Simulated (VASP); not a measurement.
# Ca12HO12 (a cell with a defect) in VASP: a series of runs

Ca12HO12 (a cell with a defect) is run at these levels: HSE06, PBEsol; tasks: single point.

Program: VASP 6.6.1. These are calculated values, not measurements. Logs are shortened: lines on timing, memory, paths and dates and some standing lists are left out, and cuts for length are marked.

## 1. The cell of the first run

The cell holds a defect, 25 atoms: a = 6.742 Å, b = 6.742 Å, c = 10.114 Å, α = 60.00°, β = 60.00°, γ = 60.00°.

## 2. Single point, HSE06

POSCAR reads:

```
Ca12HO12
1.0
    0.0000000000      4.7676000000      4.7676000000
    4.7676000000      0.0000000000      4.7676000000
    7.1514000000      7.1514000000      0.0000000000
O Ca H
12 12 1
Direct
    0.7617520000      0.2193310000      0.1749050000
    0.2544080000      0.7473100000      0.4991840000
    0.7495380000      0.2480850000      0.8333060000
    0.2182990000      0.7635550000      0.1744670000
    0.7456990000      0.2557110000      0.4993920000
    0.2475190000      0.7505240000      0.8329780000
    0.2505860000      0.2516840000      0.4970210000
    0.7566730000      0.7577470000      0.1760360000
    0.7626140000      0.7635820000      0.8033560000
    0.2483630000      0.2500540000      0.1692570000
    0.2484960000      0.2499450000      0.8327970000
    0.7453520000      0.7460870000      0.5059660000
    0.9968970000      0.9981310000      0.0032210000
    0.0006400000      0.0011430000      0.6638740000
    0.5050610000      0.5064230000      0.3236530000
    0.9973920000      0.9987020000      0.3361120000
    0.5016560000      0.5026040000      0.0005330000
    0.4981060000      0.4990480000      0.6683750000
    0.9915430000      0.5007470000      0.0026970000
    0.5029830000      0.9979580000      0.3336110000
    0.0023370000      0.5000420000      0.6642500000
    0.4993860000      0.9927650000      0.0026130000
    0.9969820000      0.5041760000      0.3336510000
    0.4991550000      0.0034070000      0.6641590000
    0.6251460000      0.6263580000      0.0778340000
```

INCAR.step1 reads:

```
SYSTEM = Ca12HO12
PREC = Accurate ; ENCUT = 520
EDIFF = 1E-5 ; ISMEAR = -1
SIGMA = 0.05 ; LREAL = Auto
LASPH = .TRUE. ; NELM = 80
ALGO = Normal ; ISIF = 2
LWAVE = .TRUE. ; LCHARG = .FALSE.
GGA = PE ; NELECT = 194.0
ISYM = 0 ; NBANDS = 114
```

INCAR.step2 reads:

```
SYSTEM = Ca12HO12
PREC = Accurate ; ENCUT = 520
EDIFF = 1E-6 ; ISMEAR = -1
SIGMA = 0.05 ; LREAL = Auto
LASPH = .TRUE. ; NELM = 80
ALGO = Normal ; ISIF = 2
LWAVE = .FALSE. ; LCHARG = .FALSE.
GGA = PE ; LHFCALC = .TRUE.
HFSCREEN = 0.2079 ; PRECFOCK = Fast
ISTART = 1 ; NELECT = 194.0
ISYM = 0 ; NBANDS = 114
```

KPOINTS reads:

```
Automatic mesh
0
Gamma
  1 1 1
  0.25 0.25 0.25
```

Potentials or basis: VASP PAW PBE potentials, release 64 (O, Ca_sv, H).

On the command line:

```sh
> cat potpaw_PBE.64/O/POTCAR potpaw_PBE.64/Ca_sv/POTCAR potpaw_PBE.64/H/POTCAR > POTCAR
> cp INCAR.step1 INCAR
> mpirun -np 1 vasp_std > vasp.out
> cp INCAR.step2 INCAR
> mpirun -np 1 vasp_std > vasp.out
```

OUTCAR:

```text
SYSTEM = Ca12HO12
   PREC = Accurate
   ENCUT = 520
   EDIFF = 1E-6
   ISMEAR = -1
   LREAL = Auto
   LASPH = .TRUE.
   NELM = 80
   ISIF = 2
   GGA = PE
   LHFCALC = .TRUE.
   HFSCREEN = 0.2079
   PRECFOCK = Fast
   ISTART = 1
   NELECT = 194.0
   ISYM = 0

 ion  position               nearest neighbor table
   1  0.762  0.219  0.175-  16 2.28  13 2.29  20 2.29  15 2.44  19 2.44  17 2.49
   2  0.254  0.747  0.499-  18 2.37  20 2.38  21 2.38  14 2.39  16 2.39  15 2.40
   3  0.750  0.248  0.833-  18 2.38  14 2.39  13 2.39  21 2.41  17 2.41  22 2.41
   4  0.218  0.764  0.174-  16 2.28  13 2.28  23 2.30  22 2.44  15 2.44  17 2.49
   5  0.746  0.256  0.499-  18 2.37  24 2.38  23 2.38  14 2.39  16 2.39  15 2.41
   6  0.248  0.751  0.833-  18 2.38  14 2.39  13 2.40  24 2.41  17 2.41  19 2.41
   7  0.251  0.252  0.497-  23 2.38  20 2.38  21 2.38  24 2.38  14 2.39  15 2.43
   8  0.757  0.758  0.176-  20 2.27  23 2.28  13 2.29  15 2.41  19 2.47  22 2.47
   9  0.763  0.764  0.803-  21 2.26  24 2.26  14 2.28  17 2.50  19 2.53  22 2.53
  10  0.248  0.250  0.169-  23 2.39  20 2.39  16 2.39  17 2.41  19 2.42  22 2.42
  11  0.248  0.250  0.833-  18 2.38  21 2.38  24 2.38  13 2.40  22 2.41  19 2.41
  12  0.745  0.746  0.506-  18 2.36  21 2.36  24 2.36  23 2.39  20 2.39  16 2.41
  13  0.997  0.998  0.003-   4 2.28   1 2.29   8 2.29   3 2.39   6 2.40  11 2.40
  14  0.001  0.001  0.664-   9 2.28   7 2.39   6 2.39   2 2.39   3 2.39   5 2.39
  15  0.505  0.506  0.324-  25 2.03   2 2.40   5 2.41   8 2.41   7 2.43   1 2.44   4 2.44
  16  0.997  0.999  0.336-   1 2.28   4 2.28   2 2.39   5 2.39  10 2.39  12 2.41
  17  0.502  0.503  0.001-  25 2.00   3 2.41   6 2.41  10 2.41   1 2.49   4 2.49   9 2.50
  18  0.498  0.499  0.668-  12 2.36   5 2.37   2 2.37   6 2.38  11 2.38   3 2.38
  19  0.992  0.501  0.003-  25 2.02  11 2.41   6 2.41  10 2.42   1 2.44   8 2.47   9 2.53
  20  0.503  0.998  0.334-   8 2.27   1 2.29   7 2.38   2 2.38  12 2.39  10 2.39
  21  0.002  0.500  0.664-   9 2.26  12 2.36  11 2.38   7 2.38   2 2.38   3 2.41
  22  0.499  0.993  0.003-  25 2.02   3 2.41  11 2.41  10 2.42   4 2.44   8 2.47   9 2.53
  23  0.997  0.504  0.334-   8 2.28   4 2.30   7 2.38   5 2.38  12 2.39  10 2.39
  24  0.499  0.003  0.664-   9 2.26  12 2.36   5 2.38   7 2.38  11 2.38   6 2.41
  25  0.625  0.626  0.078-  17 2.00  19 2.02  22 2.02  15 2.03

IMPORTANT INFORMATION: All symmetrisations will be switched off!
NOSYMM: (Re-)initialisation of all symmetry stuff for point group C_1.

----------------------------------------------------------------------------------------

                                     Primitive cell

  volume of cell :     325.1028

  direct lattice vectors                    reciprocal lattice vectors
     0.000000000  4.767600000  4.767600000    -0.104874570  0.104874570  0.104874570
     4.767600000  0.000000000  4.767600000     0.104874570 -0.104874570  0.104874570
     7.151400000  7.151400000  0.000000000     0.069916380  0.069916380 -0.069916380

  length of vectors
     6.742404580  6.742404580 10.113606870     0.181648084  0.181648084  0.121098722
[... 126 lines left out ...]
  Thomas-Fermi vector in A             =   2.503349
   LORBIT       =      0    0 simple, 1 ext, 2 COOP (PROOUT), +10 PAW based schemes
   GGA     = PE    functional components
   LHFCALC =     T    Hartree Fock is set to
   PRECFOCK=fast      Normal, Fast or Accurate (Low or Medium for compatibility)
   ENCUT4O =  -1.0   cutoff for four orbital integrals eV
   NKREDX  =     1    reduce k-point grid by
   NKREDY  =     1    reduce k-point grid by
   NKREDZ  =     1    reduce k-point grid by
   AEXX    =    0.2500 exact exchange contribution
   HFSCREEN=    0.2079 screening length (either q_TF or 0.3 A-1)
   HFSCREENC=   0.2079 screening length for correlation (either q_TF or 0.3 A-1)
   ENCUTFOCK=  -1.0 apply spherical cutoff to Coloumb kernel
   IVDW    =     0    specifies the selected vdW correction
   LEPSILON=     F    determine dielectric tensor
   LRPA    =     F    only Hartree local field effects (RPA)
 non-spin polarized calculation
  energy-cutoff  :      520.00
  volume of cell :      325.10
 maximum number of plane-waves:      8768
 NGX is ok and might be reduce to    50
  NGX = 28; NGY = 28; NGZ = 40

 number of electron     194.0000014 magnetization

 Free energy of the ion-electron system (eV)
  ---------------------------------------------------
  ext. energy  EPLUGINS =         0.00000000
  ---------------------------------------------------
  free energy    TOTEN  =      -175.40482432 eV

  energy without entropy =     -175.40482432  energy(sigma->0) =     -175.40482432

 E-fermi :   4.4616     XC(G=0):  -8.7840

 val. band max:        3.1283607873   @ k =   0.2500   0.2500   0.2500
 cond. band min:       7.2320883569   @ k =   0.2500   0.2500   0.2500
 fundamental gap:      4.1037275696
 Fermi energy:         4.4616080467

 k-point     1 :       0.2500    0.2500    0.2500
  band No.  band energies     occupation
      1     -38.6960      2.00000
      2     -38.6508      2.00000
      3     -38.6251      2.00000
      4     -38.6120      2.00000
      5     -38.5953      2.00000
      6     -38.5356      2.00000
[... 101 lines left out ...]
    108       9.8816      0.00000
    109       9.9580      0.00000
 [bands above 109 left out]

------------------------ aborting loop because EDIFF is reached ----------------------------------------

  FORCE on cell =-STRESS in cart. coord.  units (eV):
  Direction    XX          YY          ZZ          XY          YZ          ZX
  --------------------------------------------------------------------------------------
  -------------------------------------------------------------------------------------
  Total       17.1782835     17.1905213     16.2490759     -1.3066241      0.4124202      0.4034626
  in kB       84.6583227     84.7186335     80.0789853     -6.4393281      2.0324967      1.9883518
  external PRESSURE =      83.1519805 kB  Pullay stress =       0.0000000 kB

 VOLUME and BASIS-vectors are now :
 -----------------------------------------------------------------------------
  energy-cutoff  :      520.00
  volume of cell :      325.10
      direct lattice vectors                 reciprocal lattice vectors
     0.000000000  4.767600000  4.767600000    -0.104874570  0.104874570  0.104874570
     4.767600000  0.000000000  4.767600000     0.104874570 -0.104874570  0.104874570
     7.151400000  7.151400000  0.000000000     0.069916380  0.069916380 -0.069916380

 POSITION                                       TOTAL-FORCE (eV/Angst)
 -----------------------------------------------------------------------------------
      2.29650      4.88254      4.67741        -0.034942      0.045773     -0.054512
      7.13274      4.78278      4.77579         0.022622     -0.003028     -0.019075
      7.14207      9.53280      4.75627         0.011967     -0.013527      0.001780
      4.88801      2.28845      4.68109         0.052150     -0.022164     -0.078578
      4.79048      7.12655      4.77432        -0.016546      0.028183     -0.007153
      9.53516      7.13703      4.75827         0.005244      0.013742     -0.006037
[... 17 lines left out ...]
      4.76591      7.12944      2.39601        -0.003510     -0.036597     -0.003803
      3.54285      3.53707      5.96667        -0.008222     -0.005631      0.028116
 -----------------------------------------------------------------------------------
    total drift:                                0.003749      0.007396      0.005959

  FREE ENERGIE OF THE ION-ELECTRON SYSTEM (eV)
  ---------------------------------------------------
  free  energy   TOTEN  =      -175.4048243184 eV

  energy  without entropy=     -175.4048243184  energy(sigma->0) =     -175.40482432
```

It took 14 min on 1 thread of Intel Xeon Platinum 8259CL at 2.50GHz (Skylake/Cascade Lake), shared host; peak memory 0.68 GiB.

Results:

```yaml
Free_energy: -175.4048 eV
Largest_force: 0.116 eV/Å
```

Forces in eV/Å, atoms in the order of the input:
```
O   -0.035  0.046 -0.055
O    0.023 -0.003 -0.019
O    0.012 -0.014  0.002
O    0.052 -0.022 -0.079
O   -0.017  0.028 -0.007
O    0.005  0.014 -0.006
O    0.023  0.026 -0.008
O    0.038  0.037  0.066
O   -0.020 -0.023  0.085
O   -0.035 -0.019  0.025
O    0.016  0.026 -0.003
O   -0.002 -0.011 -0.012
Ca   0.009  0.009  0.026
Ca   0.013 -0.007  0.025
Ca  -0.084 -0.077  0.021
Ca  -0.011 -0.015 -0.006
Ca   0.063  0.057  0.033
Ca  -0.009 -0.007  0.010
Ca   0.045 -0.054 -0.075
Ca   0.024 -0.010  0.014
Ca  -0.037 -0.006 -0.001
Ca  -0.052  0.051 -0.070
Ca  -0.011  0.015  0.008
Ca  -0.004 -0.037 -0.004
H   -0.008 -0.006  0.028
```

Levels at points of the mesh, in eV from the Fermi level:
```tsv
k point	band 95	band 96	band 97	band 98	band 99	band 100
(0.25, 0.25, 0.25)	-3.21	-3.19	-1.33	2.77	3.38	3.67
```

Caveat: the k points lie up to 1.14 Å⁻¹ apart, too coarse for converged energies, forces and pressures; the cell carries a net charge on a neutralising background, which shifts energy and pressure; the cell is charged against a uniform background, so pressure and absolute levels hang on convention; the PAW data sets were made with another functional, which shifts forces and pressure a little.

## 3. Single point, PBEsol

INCAR reads:

```
PREC = Accurate
ENCUT = 520
EDIFF = 1E-6
ISMEAR = -1
SIGMA = 0.05
LREAL = Auto
LASPH = T
NELM = 120
ALGO = Normal
ISIF = 2
LWAVE = F
LCHARG = F
GGA = PS
NBANDS = 114
NELECT = 194.0
ISYM = -1
GGA_COMPAT = F
```

KPOINTS reads:

```
explicit points
1
Reciprocal
  0.25000000   0.25000000   0.25000000 1
```

POSCAR is that of step 2.

Potentials or basis: VASP PAW PBE potentials, release 64 (O, Ca_sv, H).

On the command line:

```sh
> cat potpaw_PBE.64/O/POTCAR potpaw_PBE.64/Ca_sv/POTCAR potpaw_PBE.64/H/POTCAR > POTCAR
> mpirun -np 1 vasp_std > vasp.out
```

It took 85 s on 1 thread of Intel Xeon 6975P-C (Granite Rapids), shared host; peak memory 0.46 GiB.

Results (log left out):

* Free energy: -157.2388 eV
* Largest force: 0.042 eV/Å

Forces in eV/Å, atoms in the order of the input:
```
O    0.000 -0.005  0.018
O    0.010  0.007 -0.026
O    0.013 -0.001 -0.003
O    0.001  0.013 -0.005
O   -0.006  0.015 -0.015
O    0.017  0.014 -0.010
O    0.001  0.004  0.003
O   -0.009 -0.010  0.001
O    0.016  0.013  0.004
O   -0.021 -0.006  0.017
O    0.019  0.028 -0.011
O    0.004 -0.005  0.005
Ca   0.001  0.000  0.037
Ca   0.018 -0.001  0.038
Ca  -0.017 -0.010 -0.019
Ca  -0.006 -0.009  0.004
Ca  -0.005 -0.010 -0.015
Ca  -0.007 -0.005  0.001
Ca  -0.027  0.009 -0.014
Ca   0.027 -0.020  0.002
Ca  -0.036  0.014 -0.002
Ca   0.010 -0.021 -0.009
Ca  -0.020  0.018 -0.003
Ca   0.016 -0.035 -0.004
H    0.000  0.002  0.008
```

Levels at points of the mesh, in eV from the Fermi level:
| k point | band 95 | band 96 | band 97 | band 98 | band 99 | band 100 |
| --- | --- | --- | --- | --- | --- | --- |
| (0.25, 0.25, 0.25) | -2.88 | -2.82 | -1.34 | 1.30 | 1.89 | 2.19 |

Caveat: the cell carries a net charge on a neutralising background, which shifts energy and pressure; the cell is charged against a uniform background, so pressure and absolute levels hang on convention; the PAW data sets were made with another functional, which shifts forces and pressure a little.

[end of part 1 of 2]
